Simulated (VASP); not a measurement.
Write the native input for VASP 6.6.1 that does the following.

* Task: single point
* Functional: r2SCAN
* Potentials or basis: VASP PAW PBE potentials, release 64 (Ga_d, N)
* Cutoff: 520 eV
* k mesh: 12 × 12 × 6
* Occupations: gaussian, width 0.01 eV
* Spin: no spin polarisation
* Dipole correction: no
* Further INCAR settings: ALGO = Normal; EDIFF = 1e-07; NBANDS = 26

Crystal: GaN.

```
CELL_PARAMETERS angstrom
3.18315 0.00000 0.00000
-1.59157 2.75669 0.00000
0.00000 0.00000 4.97628
ATOMIC_POSITIONS crystal
Ga 0.33333 0.66667 0.99510
Ga 0.66667 0.33333 0.49510
N 0.33333 0.66667 0.37990
N 0.66667 0.33333 0.87990
```

This cell differs from its parent crystal: uniaxial z strain -4.0%.

One way to write it, as run:

POSCAR

```
GaN
1.0
    3.1831493761      0.0000000000      0.0000000000
   -1.5915746880      2.7566882238      0.0000000000
    0.0000000000      0.0000000000      4.9762802201
Ga N
2 2
Direct
    0.3333333333      0.6666666667     -0.0049025701
    0.6666666667      0.3333333333      0.4950974299
    0.3333333333      0.6666666667      0.3799025701
    0.6666666667      0.3333333333      0.8799025701
```

INCAR.step1

```
SYSTEM = GaN
PREC     = Accurate       ! precision mode
ENCUT    = 520            ! plane-wave cutoff, eV
ISMEAR   = 0              ! smearing method
SIGMA    = 0.01           ! smearing width, eV
LREAL    = .False.        ! projectors in reciprocal space
LASPH    = .True.         ! aspherical terms in the spheres
NELM     = 100            ! most SCF steps
NBANDS   = 26             ! bands
GGA      = PE             ! functional
ALGO     = Normal         ! electronic algorithm
EDIFF    = 1E-4           ! SCF threshold, eV
LWAVE    = .True.         ! write WAVECAR
LCHARG   = .False.        ! write CHGCAR
```

INCAR.step2

```
SYSTEM = GaN
PREC     = Accurate       ! precision mode
ENCUT    = 520            ! plane-wave cutoff, eV
EDIFF    = 1E-7           ! SCF threshold, eV
ISMEAR   = 0              ! smearing method
SIGMA    = 0.01           ! smearing width, eV
LREAL    = .False.        ! projectors in reciprocal space
LASPH    = .True.         ! aspherical terms in the spheres
NELM     = 100            ! most SCF steps
ALGO     = Normal         ! electronic algorithm
ISIF     = 2              ! what is computed and relaxed
LWAVE    = .False.        ! write WAVECAR
LCHARG   = .False.        ! write CHGCAR
METAGGA  = R2SCAN         ! meta-GGA
LMIXTAU  = .True.       
NBANDS   = 26             ! bands
ISTART   = 1
```

KPOINTS

```
regular mesh
0
Gamma
  12 12 6
  0 0 0
```

Potentials or basis: VASP PAW PBE potentials, release 64 (Ga_d, N).

Run with:

```console
$ cat potpaw_PBE.64/Ga_d/POTCAR potpaw_PBE.64/N/POTCAR > POTCAR
$ cp INCAR.step1 INCAR
$ mpirun -np 1 vasp_std > vasp.out
$ cp INCAR.step2 INCAR
$ mpirun -np 1 vasp_std > vasp.out
```

It gave:

* Pressure: 10.0 GPa
* Largest force: 0.003 eV/Å
* Band gap on the k mesh: 2.55 eV

Caveat: the cell differs from its parent crystal (uniaxial z strain -4.0%); the cell stands under pressure; the PAW data sets were made with another functional, which shifts forces and pressure a little.

Wall time 5.4 min on 1 thread of AMD EPYC 7R43 64-Core Processor (Zen 3) (shared host), peak memory 0.18 GiB.
